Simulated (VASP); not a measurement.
Bi2Se3: single point with PBE

Bi2Se3:

```
CELL_PARAMETERS angstrom
2.03638 1.17571 9.38352
-2.03638 1.17571 9.38352
0.00000 -2.35141 9.38352
ATOMIC_POSITIONS crystal
Bi 0.40080 0.40080 0.40080
Bi 0.59920 0.59920 0.59920
Se 0.00000 0.00000 0.00000
Se 0.21170 0.21170 0.21170
Se 0.78830 0.78830 0.78830
```

- Program: VASP 6.6.1
- Task: single point
- Functional: PBE
- Potentials or basis: VASP PAW PBE potentials, release 64 (Bi_d, Se)
- Cutoff: 520 eV
- k mesh: 6 × 6 × 6
- Occupations: gaussian, width 0.01 eV
- Spin: no spin polarisation
- Dipole correction: no
- Further INCAR settings: ALGO = Normal; EDIFF = 1e-06; NBANDS = 32

The pressure is 6.4 GPa. The largest force is 0.621 eV/Å. The band gap on the k mesh is 0.18 eV.

Forces on the atoms (eV/Å):
```
Bi   0.000  0.000 -0.361
Bi   0.000  0.000  0.361
Se   0.000  0.000  0.000
Se   0.000  0.000 -0.621
Se   0.000  0.000  0.621
```

Levels at points of the mesh, in eV from the valence-band top:
```
           k point  band 22  band 23  band 24  band 25  band 26  band 27
(0.00, 0.00, 0.00)    -1.37    -1.37     0.00     0.18     1.34     1.34
(0.50, 0.00, 0.00)    -2.37    -1.40    -0.60     0.78     1.89     2.92
(0.50, 0.50, 0.00)    -2.03    -1.84    -1.09     1.27     1.90     2.64
(0.50, 0.50, 0.50)    -1.56    -1.56    -0.47     0.57     1.67     1.67
```

Wall time 20 min on 1 thread of Intel Xeon 8259CL, with other jobs on the host, peak memory 0.75 GiB.

Caveat: the cell stands under pressure; spin-orbit coupling is left out, which moves the levels of the heavy elements. A k mesh can miss the band edges.
